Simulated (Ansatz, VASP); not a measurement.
# As: VASP beside Ansatz

```xyz
4
Lattice="3.0350 0.0000 0.0000 -1.5175 2.6284 0.0000 0.0000 0.0000 10.3295" Properties=species:S:1:pos:R:3 pbc="T T T"
As   -1.5175    2.6284    0.0000
As   -1.5175    2.6284    5.1648
As    0.0000    1.7523    2.5824
As    1.5175    0.8761    7.7471
```

Alike in both runs: task single point; functional r2SCAN; k mesh 14 × 14 × 4; occupations fermi-dirac, width 0.1 eV; no spin polarisation.

|  | VASP | Ansatz |
| --- | --- | --- |
| version | VASP 6.6.1 | Ansatz 0.2.0 |
| potentials or method | VASP PAW PBE potentials, release 64 (As), cutoff 520 eV | plane waves (500 eV) with PAW, scalar-relativistic |
| valence electrons in the cell | 20 | 60 |

VASP gave:

| Item | Value |
| --- | --- |
| pressure (GPa) | -5.7 |
| traceless stress, the component that is largest in VASP (GPa) | 0.92 |

Question: Which values does Ansatz return?

Answer: Pressure (GPa): -5.6; traceless stress, the component that is largest in VASP (GPa): 0.93.

VASP's potentials were made for PBE, not for r2SCAN. VASP's potentials hold 20 valence electrons a cell and Ansatz's 60, so a difference there can come from the potentials and not from the codes.
